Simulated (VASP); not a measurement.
# Fe (Fmmm) in VASP: further runs, part 2 of 2

VASP 6.6.1. Earlier steps stand in the parts before.

## 3. Single point, r2SCAN, collinear spin, ferromagnetic start (12.58 Å³/atom)

This run uses another cell than the first one, of 12.58 Å³/atom.

POSCAR

```
Fe
1.0
    0.0000000000      2.0044192720      2.0285389838
    1.5468095167      0.0000000000      2.0285389838
    1.5468095167      2.0044192720      0.0000000000
Fe
1
Direct
    0.0000000000      0.0000000000      0.0000000000
```

INCAR.step1

```
SYSTEM = Fe
PREC = Accurate
ENCUT = 520
ISMEAR = -1
SIGMA = 0.1
LREAL = .FALSE.
LASPH = .TRUE.
NELM = 150
ISPIN = 2
MAGMOM = 3
LMAXMIX = 4
NBANDS = 14
GGA = PE
ALGO = Normal
EDIFF = 1E-4
LWAVE = .TRUE.
LCHARG = .FALSE.
```

INCAR.step2

```
SYSTEM = Fe
PREC = Accurate
ENCUT = 520
EDIFF = 1E-6
ISMEAR = -1
SIGMA = 0.1
LREAL = .FALSE.
LASPH = .TRUE.
NELM = 150
ALGO = Normal
ISIF = 2
LWAVE = .FALSE.
LCHARG = .FALSE.
ISPIN = 2
MAGMOM = 3
LORBIT = 11
LMAXMIX = 4
METAGGA = R2SCAN
LMIXTAU = .TRUE.
NBANDS = 14
ISTART = 1
```

KPOINTS

```
Automatic mesh
0
G
  14 14 14
  0 0 0
```

Potentials or basis: VASP PAW PBE potentials, release 64 (Fe).

Run with:

```sh
$ cat potpaw_PBE.64/Fe/POTCAR > POTCAR
$ cp INCAR.step1 INCAR
$ mpirun -np 1 vasp_std > vasp.out
$ cp INCAR.step2 INCAR
$ mpirun -np 1 vasp_std > vasp.out
```

OUTCAR:

```text
SYSTEM = Fe
   PREC = Accurate
   ENCUT = 520
   EDIFF = 1E-6
   ISMEAR = -1
   LREAL = .FALSE.
   LASPH = .TRUE.
   NELM = 150
   ISIF = 2
   ISPIN = 2
   LORBIT = 11
   METAGGA = R2SCAN
   ISTART = 1

 ion  position               nearest neighbor table
   1  0.000  0.000  0.000-

  LATTYP: Found a face centered orthorhombic cell.
 ALAT       =     3.0936190334
 B/A-ratio  =     1.2958410524
 C/A-ratio  =     1.3114342535

  Lattice vectors:

 A1 = (   0.0000000000,   2.0044192720,   2.0285389838)
 A2 = (   1.5468095167,   0.0000000000,   2.0285389838)
 A3 = (   1.5468095167,   2.0044192720,   0.0000000000)

Analysis of symmetry for initial positions (statically):
=====================================================================
 Subroutine PRICEL returns:
 Original cell was already a primitive cell.

 Routine SETGRP: Setting up the symmetry group for a
 face centered orthorhombic supercell.

 Subroutine GETGRP returns: Found  8 space group operations
 (whereof  8 operations were pure point group operations)
 out of a pool of  8 trial point group operations.

The static configuration has the point symmetry D_2h.

Analysis of symmetry for dynamics (positions and initial velocities):
=====================================================================
 Subroutine PRICEL returns:
 Original cell was already a primitive cell.

 Routine SETGRP: Setting up the symmetry group for a
 face centered orthorhombic supercell.

 Subroutine GETGRP returns: Found  8 space group operations
 (whereof  8 operations were pure point group operations)
 out of a pool of  8 trial point group operations.

The dynamic configuration has the point symmetry D_2h.

Analysis of structural, dynamic, and magnetic symmetry:
=====================================================================
 Subroutine PRICEL returns:
 Original cell was already a primitive cell.

 Routine SETGRP: Setting up the symmetry group for a
 face centered orthorhombic supercell.

 Subroutine GETGRP returns: Found  8 space group operations
 (whereof  8 operations were pure point group operations)
 out of a pool of  8 trial point group operations.

[... 165 lines left out ...]
      9      30.3383      0.00000
     10      33.6212      0.00000
     11      34.3318      0.00000
     12      34.7315      0.00000
     13      34.8052      0.00000
     14      34.9415      0.00000
[... 379 lines left out ...]
      3       1.5968      1.00000
      4       2.6595      1.00000
      5       3.0190      1.00000
      6       3.0804      1.00000
      7      21.2117      0.00000
      8      22.9829      0.00000
      9      26.4666      0.00000
     10      29.3973      0.00000
     11      33.4850      0.00000
     12      34.6715      0.00000
     13      37.9030      0.00000
     14      40.8999      0.00000

 [... further k-points ...]

 spin component 2

 k-point     1 :       0.0000    0.0000    0.0000
  band No.  band energies     occupation
      1      -3.8692      1.00000
      2       5.1186      0.26496
      3       5.2865      0.06305
      4       5.8590      0.00022
      5       7.0413      0.00000
      6       7.7513      0.00000
      7      28.2816      0.00000
      8      29.9537      0.00000
      9      30.2834      0.00000
     10      34.4483      0.00000
     11      35.3703      0.00000
     12      36.4236      0.00000
     13      36.4771      0.00000
     14      36.7769      0.00000
[... 379 lines left out ...]
      3       5.0381      0.44654
      4       6.6557      0.00000
      5       7.0296      0.00000
      6       7.6709      0.00000
      7      22.0297      0.00000
      8      23.7961      0.00000
      9      27.9285      0.00000
     10      29.7948      0.00000
     11      34.4175      0.00000
     12      36.1285      0.00000
     13      39.4187      0.00000
     14      42.0979      0.00000

 [... further k-points ...]

------------------------ aborting loop because EDIFF is reached ----------------------------------------

  FORCE on cell =-STRESS in cart. coord.  units (eV):
  Direction    XX          YY          ZZ          XY          YZ          ZX
  --------------------------------------------------------------------------------------
  -------------------------------------------------------------------------------------
  Total       -0.8711576     -0.5678044     -0.6343890      0.0000000      0.0000000      0.0000000
  in kB     -110.9605386    -72.3220210    -80.8029943      0.0000000      0.0000000      0.0000000
  external PRESSURE =     -88.0285180 kB  Pullay stress =       0.0000000 kB

 VOLUME and BASIS-vectors are now :
 -----------------------------------------------------------------------------
  energy-cutoff  :      520.00
  volume of cell :       12.58
      direct lattice vectors                 reciprocal lattice vectors
     0.000000000  2.004419272  2.028538984    -0.323246007  0.249448809  0.246482815
     1.546809517  0.000000000  2.028538984     0.323246007 -0.249448809  0.246482815
     1.546809517  2.004419272  0.000000000     0.323246007  0.249448809 -0.246482815

 POSITION                                       TOTAL-FORCE (eV/Angst)
 -----------------------------------------------------------------------------------
      0.00000      0.00000      0.00000         0.000000     -0.000000      0.000000
 -----------------------------------------------------------------------------------
    total drift:                               -0.000000     -0.000000     -0.000000

  FREE ENERGIE OF THE ION-ELECTRON SYSTEM (eV)
  ---------------------------------------------------
  free  energy   TOTEN  =       -14.3345464012 eV

  energy  without entropy=      -14.3059177718  energy(sigma->0) =      -14.32023209

 total charge

# of ion       s       p       d       tot
------------------------------------------
    1        0.458   0.501   6.115   7.074

 magnetization (x)

# of ion       s       p       d       tot
------------------------------------------
    1       -0.008  -0.103   2.956   2.845
```

OUTCAR.step1:

```text
SYSTEM = Fe
   PREC = Accurate
   ENCUT = 520
   ISMEAR = -1
   LREAL = .FALSE.
   LASPH = .TRUE.
[... 1056 lines left out ...]
 -----------------------------------------------------------------------------------
      0.00000      0.00000      0.00000         0.000000      0.000000      0.000000
 -----------------------------------------------------------------------------------
    total drift:                               -0.000000     -0.000000     -0.000000

  FREE ENERGIE OF THE ION-ELECTRON SYSTEM (eV)
  ---------------------------------------------------
  free  energy   TOTEN  =        -8.1899269292 eV

  energy  without entropy=       -8.1568032159  energy(sigma->0) =       -8.17336507
```

It took 14 min on 1 thread of AMD EPYC 7R43 (Zen 3), shared host; peak memory 0.19 GiB.

Results:

| Property | Result |
| --- | --- |
| Free energy | -14.3345 eV |
| Pressure | -8.8 GPa |
| Net moment | 2.76 μB per cell |
| Site moments | Fe +2.85 μB |
| Valence electrons inside the program's atomic spheres | Fe 7.07 |

Caveat: the cell stands under tension; the PAW data sets were made with another functional, which shifts forces and pressure a little.

## 4. Single point, r2SCAN, collinear spin, ferromagnetic start (13.49 Å³/atom)

This run uses another cell than the first one, of 13.49 Å³/atom.

POSCAR

```
Fe
1.0
    0.0000000000      2.0518786712      2.0765694746
    1.5834339153      0.0000000000      2.0765694746
    1.5834339153      2.0518786712      0.0000000000
Fe
1
Direct
    0.0000000000      0.0000000000      0.0000000000
```

INCAR.step1

```
SYSTEM = Fe
PREC = Accurate
ENCUT = 520
ISMEAR = -1
SIGMA = 0.1
LREAL = .False.
LASPH = .True.
NELM = 150
ISPIN = 2
MAGMOM = 3
LMAXMIX = 4
NBANDS = 14
GGA = PE
ALGO = Normal
EDIFF = 1E-4
LWAVE = .True.
LCHARG = .False.
```

INCAR.step2

```
SYSTEM = Fe
PREC = Accurate
ENCUT = 520
EDIFF = 1E-6
ISMEAR = -1
SIGMA = 0.1
LREAL = .False.
LASPH = .True.
NELM = 150
ALGO = Normal
ISIF = 2
LWAVE = .False.
LCHARG = .True.
ISPIN = 2
MAGMOM = 3
LORBIT = 11
LMAXMIX = 4
METAGGA = R2SCAN
LMIXTAU = .True.
LELF = .True.
LVHAR = .True.
NBANDS = 14
ISTART = 1
```

KPOINTS

```
Automatic mesh
0
Gamma
  14 14 14
  0 0 0
```

Potentials or basis: VASP PAW PBE potentials, release 64 (Fe).

Run with:

```sh
$ cat potpaw_PBE.64/Fe/POTCAR > POTCAR
$ cp INCAR.step1 INCAR
$ mpirun -np 1 vasp_std > vasp.out
$ cp INCAR.step2 INCAR
$ mpirun -np 1 vasp_std > vasp.out
```

OUTCAR:

```text
SYSTEM = Fe
   PREC = Accurate
   ENCUT = 520
   EDIFF = 1E-6
   ISMEAR = -1
   LREAL = .False.
   LASPH = .True.
   NELM = 150
   ISIF = 2
   ISPIN = 2
   LORBIT = 11
   METAGGA = R2SCAN
   ISTART = 1

 ion  position               nearest neighbor table
   1  0.000  0.000  0.000-

  LATTYP: Found a face centered orthorhombic cell.
 ALAT       =     3.1668678306
 B/A-ratio  =     1.2958410524
 C/A-ratio  =     1.3114342535

  Lattice vectors:

 A1 = (   0.0000000000,   2.0518786712,   2.0765694746)
[... 1025 lines left out ...]
  -------------------------------------------------------------------------------------
  Total       -1.5733636     -1.3320498     -1.3886518      0.0000000      0.0000000      0.0000000
  in kB     -186.8149360   -158.1622999   -164.8829904      0.0000000      0.0000000      0.0000000
  external PRESSURE =    -169.9534088 kB  Pullay stress =       0.0000000 kB

 VOLUME and BASIS-vectors are now :
 -----------------------------------------------------------------------------
  energy-cutoff  :      520.00
  volume of cell :       13.49
      direct lattice vectors                 reciprocal lattice vectors
     0.000000000  2.051878671  2.076569475    -0.315769414  0.243679125  0.240781735
     1.583433915  0.000000000  2.076569475     0.315769414 -0.243679125  0.240781735
     1.583433915  2.051878671  0.000000000     0.315769414  0.243679125 -0.240781735

 POSITION                                       TOTAL-FORCE (eV/Angst)
 -----------------------------------------------------------------------------------
      0.00000      0.00000      0.00000        -0.000000      0.000000      0.000000
 -----------------------------------------------------------------------------------
    total drift:                               -0.000000     -0.000000     -0.000000

  FREE ENERGIE OF THE ION-ELECTRON SYSTEM (eV)
  ---------------------------------------------------
  free  energy   TOTEN  =       -14.2596000960 eV

  energy  without entropy=      -14.2298593819  energy(sigma->0) =      -14.24472974

 total charge

# of ion       s       p       d       tot
------------------------------------------
    1        0.433   0.452   6.071   6.956

 magnetization (x)

# of ion       s       p       d       tot
------------------------------------------
    1       -0.006  -0.101   3.023   2.916
```

Wall time 15 min (1 thread of AMD EPYC 7R43 (Zen 3), shared host); peak memory 0.2 GiB.

What came out:

* Free energy: -14.2596 eV
* Pressure: -17.0 GPa
* Net moment: 2.81 μB per cell
* Site moments: Fe +2.92 μB
* Valence electrons inside the program's atomic spheres: Fe 6.96

Caveat: the cell stands under tension; the PAW data sets were made with another functional, which shifts forces and pressure a little.

## 5. Overview

```csv
cell,gap on the mesh (eV),pressure (GPa),moment (μB)
"a = 2.808, b = 2.512, c = 2.493 Å, angles 68.3, 56.2, 55.6°, 1 atom",none,-2.9,2.68
"a = 2.852, b = 2.551, c = 2.532 Å, angles 68.3, 56.2, 55.6°, 1 atom",none,-8.8,2.76
"a = 2.919, b = 2.611, c = 2.592 Å, angles 68.3, 56.2, 55.6°, 1 atom",none,-17.0,2.81
```

Alike in all rows: task single point; level r2SCAN; potentials or basis VASP PAW PBE potentials, release 64 (Fe); spin collinear, ferromagnetic start; k mesh 14 × 14 × 14; cutoff (eV) 520; smearing fermi-dirac 0.1 eV.

Caveats: the PAW data sets were made with another functional, which shifts forces and pressure a little; the cell stands under tension (at least some runs).

Absolute energies hang on the potentials; compare differences alone.
